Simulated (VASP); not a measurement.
A run of VASP 6.6.1:

Contents of INCAR:

```
SYSTEM = Mg16O
  PREC = Accurate
  ENCUT = 520
  EDIFF = 1E-6
  ISMEAR = 0
  SIGMA = 0.1
  LREAL = Auto
  LASPH = .True.
  NELM = 60
  ALGO = Normal
  ISIF = 2
  LWAVE = .False.
  LCHARG = .True.
  LDIPOL = .True.
  IDIPOL = 3
  DIPOL = 0.5 0.5 0.334
  GGA = PE
  LELF = .True.
  LVHAR = .True.
  LVACPOTAV = .True.
  NBANDS = 33
```

Contents of KPOINTS:

```
Automatic mesh
0
Gamma
  6 6 1
  0 0 0
```

File POSCAR:

```
Mg16O
1.0
    6.4201385705      0.0000000000      0.0000000000
   -3.2100692852      5.5600030979      0.0000000000
    0.0000000000      0.0000000000     24.7147783802
Mg O
16 1
Direct
    0.3333333333      0.1666666667      0.1618464847
    0.3333333333      0.6666666667      0.1618464847
    0.8333333333      0.1666666667      0.1618464847
    0.8333333333      0.6666666667      0.1618464847
    0.1666666667      0.3333333333      0.2657906286
    0.1666666667      0.8333333333      0.2657906286
    0.6666666667      0.3333333333      0.2657906286
    0.6666666667      0.8333333333      0.2657906286
    0.3333333333      0.1666666667      0.3682830748
    0.3333333333      0.6666666667      0.3682830748
    0.8333333333      0.1666666667      0.3682830748
    0.8333333333      0.6666666667      0.3682830748
    0.1666666667      0.3333333333      0.4739989249
    0.1666666667      0.8333333333      0.4739989249
    0.6666666667      0.3333333333      0.4739989249
    0.6666666667      0.8333333333      0.4739989249
    0.3888888889      0.1111111111      0.6006437991
```

Potentials or basis: VASP PAW PBE potentials, release 64 (Mg, O).

Command:

```bash
$ cat potpaw_PBE.64/Mg/POTCAR potpaw_PBE.64/O/POTCAR > POTCAR
$ mpirun -np 1 vasp_std > vasp.out
```

Hardware: 1 thread of Intel(R) Xeon(R) Platinum 8559C (Emerald Rapids), with other jobs on the host.

Task: Estimate the wall time of this run.

Result: Wall time 12 min on 1 thread of Intel(R) Xeon(R) Platinum 8559C (Emerald Rapids) (shared host), peak memory 0.93 GiB. Counts: scf iterations 36, k points 13.
